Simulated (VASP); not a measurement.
# GaN (R3m) in VASP: a series of runs

The runs below take GaN through single point, with r2SCAN.

All numbers are computed with VASP 6.6.1; they aren't measurements. Logs are shortened: lines on timing, memory, paths and dates and some standing lists are left out, and cuts for length are marked.

### 1 The cell of the first run

The structure is trigonal, space group R3m (No. 160). The conventional cell has a = 3.180 Å, b = 3.180 Å, c = 7.791 Å, α = 90.00°, β = 90.00°, γ = 120.00°. Ga (site symmetry 3m) has 4 N at 1.85 to 1.98 Å within 2.5 Å. N (site symmetry 3m) has 4 Ga at 1.85 to 1.98 Å within 2.5 Å.

### 2 Single point, r2SCAN

Input file POSCAR:

```
GaN
1.0
    0.0000000000      2.2489367673      2.2489367673
    2.2489367673      0.0000000000      2.2489367673
    2.2489367673      2.2489367673      0.0000000000
Ga N
1 1
Direct
    0.0000000000      0.0000000000      0.0000000000
    0.7114917851      0.7628360716      0.7628360716
```

Input file INCAR.step1:

```
ALGO = Normal ; EDIFF = 1E-5
ENCUT = 1460 ; GGA = PE
GGA_COMPAT = F ; ISMEAR = 0
LASPH = T ; LCHARG = F
LREAL = F ; LWAVE = T
NBANDS = 16 ; NELM = 120
PREC = Accurate ; SIGMA = 0.05
```

Input file INCAR.step2:

```
ALGO = Normal ; EDIFF = 1E-6
ENCUT = 1460 ; GGA_COMPAT = F
ISIF = 2 ; ISMEAR = 0
ISTART = 1 ; LASPH = T
LCHARG = F ; LMIXTAU = T
LREAL = F ; LWAVE = F
METAGGA = R2SCAN ; NBANDS = 16
NELM = 120 ; PREC = Accurate
SIGMA = 0.05
```

Input file KPOINTS:

```
k-points
0
Gamma
  10 10 10
```

Potentials or basis: VASP PAW PBE potentials, release 64 (Ga_d, N_h).

On the command line:

```sh
cat potpaw_PBE.64/Ga_d/POTCAR potpaw_PBE.64/N_h/POTCAR > POTCAR
cp INCAR.step1 INCAR
mpirun -np 1 vasp_std > vasp.out
cp INCAR.step2 INCAR
mpirun -np 1 vasp_std > vasp.out
```

OUTCAR:

```text
EDIFF = 1E-6
   ENCUT = 1460
   ISIF = 2
   ISMEAR = 0
   ISTART = 1
   LASPH = T
   LREAL = F
   METAGGA = R2SCAN
   NELM = 120
   PREC = Accurate

 ion  position               nearest neighbor table
   1  0.000  0.000  0.000-   2 1.85   2 1.98   2 1.98   2 1.98
   2  0.711  0.763  0.763-   1 1.85   1 1.98   1 1.98   1 1.98

  LATTYP: Found a face centered cubic cell.
 ALAT       =     4.4978735346

  Lattice vectors:

 A1 = (   0.0000000000,   2.2489367673,   2.2489367673)
 A2 = (   2.2489367673,   0.0000000000,   2.2489367673)
 A3 = (   2.2489367673,   2.2489367673,   0.0000000000)

Analysis of symmetry for initial positions (statically):
=====================================================================
 Subroutine PRICEL returns:
 Original cell was already a primitive cell.

 Routine SETGRP: Setting up the symmetry group for a
 face centered cubic supercell.

 Subroutine GETGRP returns: Found  6 space group operations
 (whereof  6 operations were pure point group operations)
 out of a pool of 48 trial point group operations.

The static configuration has the point symmetry C_3v.

Analysis of symmetry for dynamics (positions and initial velocities):
=====================================================================
 Subroutine PRICEL returns:
 Original cell was already a primitive cell.

 Routine SETGRP: Setting up the symmetry group for a
 face centered cubic supercell.

 Subroutine GETGRP returns: Found  6 space group operations
 (whereof  6 operations were pure point group operations)
 out of a pool of 48 trial point group operations.

The dynamic configuration has the point symmetry C_3v.

 Subroutine INISYM returns: Found  6 space group operations
 (whereof  6 operations are pure point group operations),
 and found     1 'primitive' translations

----------------------------------------------------------------------------------------

                                     Primitive cell

  volume of cell :      22.7490

  direct lattice vectors                    reciprocal lattice vectors
     0.000000000  2.248936767  2.248936767    -0.222327283  0.222327283  0.222327283
     2.248936767  0.000000000  2.248936767     0.222327283 -0.222327283  0.222327283
     2.248936767  2.248936767  0.000000000     0.222327283  0.222327283 -0.222327283

  length of vectors
     3.180476877  3.180476877  3.180476877     0.385082149  0.385082149  0.385082149

  position of ions in fractional coordinates (direct lattice)
     0.000000000  0.000000000  0.000000000
     0.711491785  0.762836072  0.762836072

  ion indices of the primitive-cell ions
   primitive index   ion index
                 1           1
                 2           2

----------------------------------------------------------------------------------------

 KPOINTS: k-points

Automatic generation of k-mesh.
 Grid dimensions read from file:
 generate k-points for:   10   10   10

 Generating k-lattice:

  Cartesian coordinates                     Fractional coordinates (reciprocal lattice)
    -0.022232728  0.022232728  0.022232728     0.100000000  0.000000000  0.000000000
     0.022232728 -0.022232728  0.022232728     0.000000000  0.100000000  0.000000000
     0.022232728  0.022232728 -0.022232728     0.000000000  0.000000000  0.100000000

  Length of vectors
     0.038508215  0.038508215  0.038508215

  Shift w.r.t. Gamma in fractional coordinates (k-lattice)
     0.000000000  0.000000000  0.000000000

 Subroutine IBZKPT returns following result:
 ===========================================

 Found    116 irreducible k-points:

 Following reciprocal coordinates:
            Coordinates               Weight
  0.000000  0.000000  0.000000      1.000000
  0.100000  0.000000  0.000000      2.000000
  0.000000  0.100000  0.000000      6.000000
  0.200000  0.000000  0.000000      2.000000
  0.000000  0.200000  0.000000      6.000000
  0.300000  0.000000  0.000000      2.000000
[... 16 lines left out ...]
  0.000000  0.500000  0.100000     12.000000
  0.100000  0.000000  0.500000      6.000000
 [... further k-points ...]
   k-points           NKPTS =    116   k-points in BZ     NKDIM =    116   number of bands    NBANDS=     16
   number of dos      NEDOS =    301   number of ions     NIONS =      2
   total plane-waves  NPLWV =  64000
   dimension x,y,z NGX =    40 NGY =   40 NGZ =   40
   dimension x,y,z NGXF=    80 NGYF=   80 NGZF=   80
   ions per type =               1   1
   NGX,Y,Z   is equivalent  to a cutoff of  20.91, 20.91, 20.91 a.u.
   NGXF,Y,Z  is equivalent  to a cutoff of  41.82, 41.82, 41.82 a.u.
 SYSTEM =  unknown system
   PREC   = accura    normal or accurate (medium, high low for compatibility)
   ISTART =      1    job   : 0-new  1-cont  2-samecut
   ICHARG =      0    charge: 1-file 2-atom 10-const
   ISPIN  =      1    spin polarized calculation?
   LNONCOLLINEAR =      F non collinear calculations
   LSORBIT =      F    spin-orbit coupling
   LASPH  =      T    aspherical Exc in radial PAW
   ENCUT  = 1460.0 eV 107.31 Ry   10.36 a.u.   9.91  9.91  9.91*2*pi/ulx,y,z
   NELM   =    120;   NELMIN=  2; NELMDL=  0     # of ELM steps
   EDIFF  = 0.1E-05   stopping-criterion for ELM
   LREAL  =      F    real-space projection
   EDIFFG = 0.1E-04   stopping-criterion for IOM
   NSW    =      0    number of steps for IOM
   IBRION =     -1    ionic relax: 0-MD 1-quasi-New 2-CG
   NFREE  =      0    steps in history (QN), initial steepest desc. (CG)
   ISIF   =      2    stress and relaxation
   ISYM   =      2    0-nonsym 1-usesym 2-fastsym
   POTIM  = 0.5000    time-step for ionic-motion
   TEBEG  =    0.0;   TEEND  =   0.0 temperature during run
   PSTRESS=    0.0 pullay stress
   NELECT =      18.0000    total number of electrons
   NUPDOWN=      -1.0000    fix difference up-down
   EMIN   =  10.00;   EMAX   =-10.00  energy-range for DOS
   EFERMI =   0.00;   METHOD = LEGACY
   ISMEAR =     0;   SIGMA  =   0.05  broadening in eV -4-tet -1-fermi 0-gaus
   EFERMI_NEDOS =   21; number of points for ismear=-14 and -15
   IALGO  =     38    algorithm
   IMIX   =      4    mixing-type and parameters
     AMIX     =   0.40;   BMIX     =  1.00
     AMIX_MAG =   1.60;   BMIX_MAG =  1.00
  volume/ion in A,a.u.               =      11.37        76.76
  Fermi-wavevector in a.u.,A,eV,Ry     =   1.514183  2.861391 31.194768  2.292751
  Thomas-Fermi vector in A             =   2.623875
   LORBIT       =      0    0 simple, 1 ext, 2 COOP (PROOUT), +10 PAW based schemes
   METAGGA = R2SCAN    functional components
   LHFCALC =     F    Hartree Fock is set to
   AEXX    =    0.0000 exact exchange contribution
   IVDW    =     0    specifies the selected vdW correction
   LEPSILON=     F    determine dielectric tensor
   LRPA    =     F    only Hartree local field effects (RPA)
 non-spin polarized calculation
 Gauss-broadening in eV      SIGMA  =   0.05
  energy-cutoff  :     1460.00
  volume of cell :       22.75
 maximum number of plane-waves:      2900
   NGX = 19   NGY = 19   NGZ = 19

 number of electron      17.9999999 magnetization

 Free energy of the ion-electron system (eV)
  ---------------------------------------------------
  ext. energy  EPLUGINS =         0.00000000
  ---------------------------------------------------
  free energy    TOTEN  =       -21.82346442 eV

  energy without entropy =      -21.82346442  energy(sigma->0) =      -21.82346442

 E-fermi :   5.6912     XC(G=0): -12.6598

 val. band max:        5.4879383737   @ k =   0.0000   0.0000   0.0000
 cond. band min:       7.5411802718   @ k =   0.0000   0.0000   0.0000
 fundamental gap:      2.0532418981
 Fermi energy:         5.6912048096

 k-point     1 :       0.0000    0.0000    0.0000
  band No.  band energies     occupation
      1     -11.4450      2.00000
      2      -8.4946      2.00000
      3      -8.4540      2.00000
      4      -8.4540      2.00000
      5      -8.1195      2.00000
      6      -8.1195      2.00000
[... 8 lines left out ...]
     15      25.0129      0.00000
     16      25.0129      0.00000

 k-point     2 :       0.1000    0.0000    0.0000
  band No.  band energies     occupation
      1     -11.3281      2.00000
      2      -8.4566      2.00000
      3      -8.4375      2.00000
      4      -8.4375      2.00000
      5      -8.1210      2.00000
      6      -8.1210      2.00000
[... 8 lines left out ...]
     15      23.5952      0.00000
     16      23.9040      0.00000

 k-point     3 :       0.0000    0.1000    0.0000
  band No.  band energies     occupation
      1     -11.3360      2.00000
      2      -8.4902      2.00000
      3      -8.4420      2.00000
      4      -8.4012      2.00000
      5      -8.1210      2.00000
      6      -8.1204      2.00000
[... 8 lines left out ...]
     15      23.7340      0.00000
     16      23.8930      0.00000

 k-point     4 :       0.2000    0.0000    0.0000
  band No.  band energies     occupation
      1     -11.0271      2.00000
      2      -8.3988      2.00000
      3      -8.3988      2.00000
      4      -8.2999      2.00000
      5      -8.1195      2.00000
      6      -8.1195      2.00000
[... 8 lines left out ...]
     15      22.7322      0.00000
     16      22.7343      0.00000
[... 324 lines left out ...]
 k-point    22 :       0.5000    0.1000    0.0000
  band No.  band energies     occupation
      1     -10.3770      2.00000
      2      -8.3476      2.00000
      3      -8.3262      2.00000
      4      -8.0910      2.00000
      5      -8.0604      2.00000
      6      -6.9290      2.00000
[... 8 lines left out ...]
     15      24.9912      0.00000
     16      26.0490      0.00000

 k-point    23 :       0.0000    0.5000    0.1000
  band No.  band energies     occupation
      1     -10.4367      2.00000
      2      -8.3853      2.00000
      3      -8.3681      2.00000
      4      -8.1046      2.00000
      5      -8.0749      2.00000
      6      -6.9478      2.00000
[... 8 lines left out ...]
     15      25.2540      0.00000
     16      26.4936      0.00000

 k-point    24 :       0.1000    0.0000    0.5000
  band No.  band energies     occupation
      1     -10.4351      2.00000
      2      -8.4001      2.00000
      3      -8.3553      2.00000
      4      -8.1074      2.00000
      5      -8.0772      2.00000
      6      -6.9434      2.00000
[... 8 lines left out ...]
     15      24.7617      0.00000
     16      26.7956      0.00000

 [... further k-points ...]

------------------------ aborting loop because EDIFF is reached ----------------------------------------

  FORCE on cell =-STRESS in cart. coord.  units (eV):
  Direction    XX          YY          ZZ          XY          YZ          ZX
  --------------------------------------------------------------------------------------
  -------------------------------------------------------------------------------------
  Total        0.3332479      0.3332479      0.3332479     -0.6528218      0.6528218     -0.6528218
  in kB       23.4701738     23.4701738     23.4701738    -45.9773051     45.9773051    -45.9773051
  external PRESSURE =      23.4701738 kB  Pullay stress =       0.0000000 kB

 VOLUME and BASIS-vectors are now :
 -----------------------------------------------------------------------------
  energy-cutoff  :     1460.00
  volume of cell :       22.75
      direct lattice vectors                 reciprocal lattice vectors
     0.000000000  2.248936767  2.248936767    -0.222327283  0.222327283  0.222327283
     2.248936767  0.000000000  2.248936767     0.222327283 -0.222327283  0.222327283
     2.248936767  2.248936767  0.000000000     0.222327283  0.222327283 -0.222327283

 POSITION                                       TOTAL-FORCE (eV/Angst)
 -----------------------------------------------------------------------------------
      0.00000      0.00000      0.00000         0.959084     -0.959084     -0.959084
      3.43114      3.31567      3.31567        -0.959084      0.959084      0.959084
 -----------------------------------------------------------------------------------
    total drift:                               -0.000171      0.000171      0.000171

  FREE ENERGIE OF THE ION-ELECTRON SYSTEM (eV)
  ---------------------------------------------------
  free  energy   TOTEN  =       -21.8234644151 eV

  energy  without entropy=      -21.8234644151  energy(sigma->0) =      -21.82346442
```

It took 5.4 min on 1 thread of AMD EPYC 9R45 (Zen 5), shared host; peak memory 0.38 GiB.

Results:

- Free energy: -21.8235 eV
- Pressure: 2.3 GPa
- Largest force: 1.661 eV/Å
- Band gap on the k mesh: 2.05 eV

Forces in eV/Å, atoms in the order of the input:
```
Ga   0.959 -0.959 -0.959
N   -0.959  0.959  0.959
```

Stress tensor (GPa, compression positive):
```
 2.35 -4.60 -4.60
-4.60  2.35  4.60
-4.60  4.60  2.35
```

Caveat: the cell differs from its parent crystal (all N atoms moved +0.100 Å, as atom 2 towards its neighbour atom 1 (Ga) at 1.948 Å); the PAW data sets were made with another functional, which shifts forces and pressure a little.

### 3 Single point, r2SCAN

Changes to POSCAR since step 2:

```diff
@@ -9,2 +9,2 @@
     0.0000000000      0.0000000000      0.0000000000
-    0.7114917851      0.7628360716      0.7628360716
+    0.7211188388      0.7596270537      0.7596270537
```

Input file INCAR.step1:

```
PREC = Accurate
ENCUT = 1460
ISMEAR = 0
SIGMA = 0.05
LREAL = False
LASPH = True
NELM = 120
NBANDS = 16
GGA = PE
ALGO = Normal
EDIFF = 1E-5
LWAVE = True
LCHARG = False
GGA_COMPAT = False
```

Input file INCAR.step2:

```
PREC = Accurate
ENCUT = 1460
EDIFF = 1E-6
ISMEAR = 0
SIGMA = 0.05
LREAL = False
LASPH = True
NELM = 120
ALGO = Normal
ISIF = 2
LWAVE = False
LCHARG = False
METAGGA = R2SCAN
LMIXTAU = True
NBANDS = 16
ISTART = 1
GGA_COMPAT = False
```

Input file KPOINTS:

```
Automatic mesh
0
Gamma
  10 10 10
```

Potentials or basis: VASP PAW PBE potentials, release 64 (Ga_d, N_h).

On the command line:

```sh
cat potpaw_PBE.64/Ga_d/POTCAR potpaw_PBE.64/N_h/POTCAR > POTCAR
cp INCAR.step1 INCAR
mpirun -np 1 vasp_std > vasp.out
cp INCAR.step2 INCAR
mpirun -np 1 vasp_std > vasp.out
```

OUTCAR:

```text
PREC = Accurate
   ENCUT = 1460
   EDIFF = 1E-6
   ISMEAR = 0
   LREAL = False
   LASPH = True
   NELM = 120
   ISIF = 2
   METAGGA = R2SCAN
   ISTART = 1

 ion  position               nearest neighbor table
   1  0.000  0.000  0.000-   2 1.87   2 1.97   2 1.97   2 1.97
   2  0.721  0.760  0.760-   1 1.87   1 1.97   1 1.97   1 1.97

  LATTYP: Found a face centered cubic cell.
 ALAT       =     4.4978735346

  Lattice vectors:

 A1 = (   0.0000000000,   2.2489367673,   2.2489367673)
 A2 = (   2.2489367673,   0.0000000000,   2.2489367673)
 A3 = (   2.2489367673,   2.2489367673,   0.0000000000)

Analysis of symmetry for initial positions (statically):
=====================================================================
 Subroutine PRICEL returns:
 Original cell was already a primitive cell.

 Routine SETGRP: Setting up the symmetry group for a
 face centered cubic supercell.

 Subroutine GETGRP returns: Found  6 space group operations
 (whereof  6 operations were pure point group operations)
 out of a pool of 48 trial point group operations.

The static configuration has the point symmetry C_3v.

Analysis of symmetry for dynamics (positions and initial velocities):
[... 160 lines left out ...]

 val. band max:        5.4614919246   @ k =   0.0000   0.0000   0.0000
 cond. band min:       7.5399704737   @ k =   0.0000   0.0000   0.0000
 fundamental gap:      2.0784785491
 Fermi energy:         5.6949537675

 k-point     1 :       0.0000    0.0000    0.0000
  band No.  band energies     occupation
      1     -11.4265      2.00000
      2      -8.4852      2.00000
      3      -8.4508      2.00000
      4      -8.4508      2.00000
      5      -8.1100      2.00000
      6      -8.1100      2.00000
[... 433 lines left out ...]
      3      -8.3465      2.00000
      4      -8.0963      2.00000
      5      -8.0669      2.00000
      6      -6.9446      2.00000
[... 8 lines left out ...]
     15      24.8354      0.00000
     16      26.7039      0.00000

 [... further k-points ...]

------------------------ aborting loop because EDIFF is reached ----------------------------------------

  FORCE on cell =-STRESS in cart. coord.  units (eV):
  Direction    XX          YY          ZZ          XY          YZ          ZX
  --------------------------------------------------------------------------------------
  -------------------------------------------------------------------------------------
  Total        0.2537277      0.2537277      0.2537277     -0.4597722      0.4597722     -0.4597722
  in kB       17.8696817     17.8696817     17.8696817    -32.3810999     32.3810999    -32.3810999
  external PRESSURE =      17.8696817 kB  Pullay stress =       0.0000000 kB

 VOLUME and BASIS-vectors are now :
 -----------------------------------------------------------------------------
  energy-cutoff  :     1460.00
  volume of cell :       22.75
      direct lattice vectors                 reciprocal lattice vectors
     0.000000000  2.248936767  2.248936767    -0.222327283  0.222327283  0.222327283
     2.248936767  0.000000000  2.248936767     0.222327283 -0.222327283  0.222327283
     2.248936767  2.248936767  0.000000000     0.222327283  0.222327283 -0.222327283

 POSITION                                       TOTAL-FORCE (eV/Angst)
 -----------------------------------------------------------------------------------
      0.00000      0.00000      0.00000         0.677297     -0.677297     -0.677297
      3.41671      3.33010      3.33010        -0.677297      0.677297      0.677297
 -----------------------------------------------------------------------------------
    total drift:                                0.001015     -0.001015     -0.001015

  FREE ENERGIE OF THE ION-ELECTRON SYSTEM (eV)
  ---------------------------------------------------
  free  energy   TOTEN  =       -21.8587923355 eV

  energy  without entropy=      -21.8587923355  energy(sigma->0) =      -21.85879234
```

OUTCAR.step1:

```text
PREC = Accurate
   ENCUT = 1460
   ISMEAR = 0
   LREAL = False
   LASPH = True
[... 677 lines left out ...]
      0.00000      0.00000      0.00000         0.649646     -0.649646     -0.649646
      3.41671      3.33010      3.33010        -0.649646      0.649646      0.649646
 -----------------------------------------------------------------------------------
    total drift:                                0.000175     -0.000175     -0.000175

  FREE ENERGIE OF THE ION-ELECTRON SYSTEM (eV)
  ---------------------------------------------------
  free  energy   TOTEN  =       -12.1079326100 eV

  energy  without entropy=      -12.1079326100  energy(sigma->0) =      -12.10793261
```

Run time: 8.6 min. Hardware: 1 thread of AMD EPYC 7R13 (Zen 3), shared host; peak memory 0.38 GiB.

What came out:

```yaml
Free_energy: -21.8588 eV
Pressure: 1.8 GPa
Largest_force: 1.173 eV/Å
Band_gap_on_the_k_mesh: 2.08 eV
```

Forces on the atoms (eV/Å):
```
Ga   0.677 -0.677 -0.677
N   -0.677  0.677  0.677
```

Caveat: the cell differs from its parent crystal (all N atoms moved +0.075 Å, as atom 2 towards its neighbour atom 1 (Ga) at 1.948 Å); the PAW data sets were made with another functional, which shifts forces and pressure a little.

(Continued in part 2 of 2.)
